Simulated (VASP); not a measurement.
# Si2Mo: relaxation of cell and atoms with r2SCAN

Si2Mo:

```
Si Mo
1.0
    -1.60000    1.60000    3.93050
     1.60000   -1.60000    3.93050
     1.60000    1.60000   -3.93050
Si Mo
2 1
Cartesian
  0.0000 0.0000 2.6177
  0.0000 0.0000 5.2433
  0.0000 0.0000 0.0000
```

```
Program                : VASP 6.6.1
Task                   : relaxation of cell and atoms
Functional             : r2SCAN
Potentials or basis    : VASP PAW PBE potentials, release 64 (Si, Mo_sv)
Cutoff                 : 600 eV
k mesh                 : 10 × 10 × 10
Occupations            : fermi-dirac, width 0.1 eV
Spin                   : no spin polarisation
Dipole correction      : no
Further INCAR settings : ALGO = Normal; EDIFF = 1e-06; IBRION = 2; EDIFFG = -0.01; NSW = 80; ISIF = 3
```

```json
{
 "Relaxed volume": "13.38 Å³/atom",
 "Relaxed cell": "a = 4.520 Å, b = 4.520 Å, c = 4.520 Å, α = 138.49°, β = 138.49°, γ = 60.15°",
 "Space group after relaxing (to 0.1 Å)": "I4/mmm (No. 139)",
 "Energy gained by relaxing": "2.8 meV/atom",
 "Ionic steps": "6",
 "Pressure after relaxing": "0.0 GPa",
 "Largest force after relaxing": "0.004 eV/Å",
 "Band gap on the k mesh": "zero (bands 11 and 12 overlap by 1.01 eV)"
}
```

Forces in eV/Å, atoms in the order of the input:
```
Si   0.000  0.000 -0.004
Si   0.000  0.000  0.004
Mo   0.000  0.000  0.000
```

Stress tensor (GPa, compression positive):
```
 0.09  0.00  0.00
 0.00  0.09  0.00
 0.00  0.00 -0.12
```

The path:
```tsv
step	energy change (eV)	largest force (eV/Å)	pressure (GPa)	volume (Å³)
1	0.0000	0.3594	-1.02	40.25
2	-0.0047	0.0107	2.35	39.75
3	-0.0068	0.1294	1.10	39.93
4	-0.0079	0.0456	-0.75	40.30
5	-0.0084	0.0158	-0.10	40.17
6	-0.0085	0.0044	0.02	40.14
```

Final structure:
```cif
data_structure
_symmetry_space_group_name_H-M 'P 1'
_symmetry_Int_Tables_number 1
_cell_length_a 4.5203
_cell_length_b 4.5203
_cell_length_c 4.5203
_cell_angle_alpha 138.494
_cell_angle_beta 138.494
_cell_angle_gamma 60.147
_cell_volume 40.14
loop_
_atom_site_label
_atom_site_type_symbol
_atom_site_fract_x
_atom_site_fract_y
_atom_site_fract_z
_atom_site_occupancy
Si1 Si 0.33536 0.33536 0.00000 1
Si2 Si 0.66464 0.66464 0.00000 1
Mo1 Mo 0.00000 0.00000 0.00000 1
```

Levels at points of the mesh, in eV from the Fermi level:
| k point | band 8 | band 9 | band 10 | band 11 | band 12 | band 13 | band 14 | band 15 |
| --- | --- | --- | --- | --- | --- | --- | --- | --- |
| (0.00, 0.00, 0.00) | -3.10 | -2.79 | -2.79 | 0.36 | 3.43 | 3.47 | 3.67 | 3.67 |
| (0.50, 0.00, 0.00) | -4.81 | -2.77 | -2.65 | -0.54 | 2.53 | 3.28 | 4.46 | 4.48 |
| (0.50, 0.50, 0.00) | -5.35 | -4.70 | -3.23 | -1.39 | 2.60 | 3.02 | 3.44 | 3.61 |
| (0.50, 0.50, 0.50) | -2.25 | -0.60 | -0.60 | -0.56 | -0.56 | 0.50 | 5.16 | 5.79 |

It took 40 min on 1 thread of Intel Xeon 8259CL, on a shared host, peak memory 0.28 GiB.

Caveat: the PAW data sets were made with another functional, which shifts forces and pressure a little.
